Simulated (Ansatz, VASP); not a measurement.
## Sn3Te in VASP and in Ansatz

```
Te Sn
1.0
    -2.25393    2.25393    5.40388
     2.25393   -2.25393    5.40388
     2.25393    2.25393   -5.40388
Te Sn
1 3
Cartesian
  0.0000 0.0000 0.0000
  0.0000 0.0000 5.4039
  2.2539 0.0000 2.7019
  0.0000 2.2539 2.7019
```

Alike in both runs: task single point; functional LDA; k mesh 8 × 8 × 8; occupations fermi-dirac, width 0.05 eV; no spin polarisation.

```csv
,VASP,Ansatz
version,VASP 6.6.1,Ansatz 0.2.0
potentials or method,"VASP PAW LDA potentials, release 64 (Te, Sn_d)",Ansatz PAW
plane-wave cutoff (eV),520,420
valence electrons in the cell,48,58
```

```tsv
	VASP	Ansatz	Ansatz less VASP
gap on the k mesh at the Fermi level (eV)	none	none	-
pressure (GPa)	-1.5	-1.5	-0.01
traceless stress, the component that is largest in VASP (GPa)	-0.25	-0.24	+0.008
```

LDA's correlation is that of Perdew and Zunger in VASP and of Perdew and Wang (1992) in Ansatz. A gap of «none» marks a metal or a gap that the smearing closes. VASP's potentials hold 48 valence electrons a cell and Ansatz's 58, so a difference there can come from the potentials and not from the codes.

Neither program's run includes spin-orbit coupling.
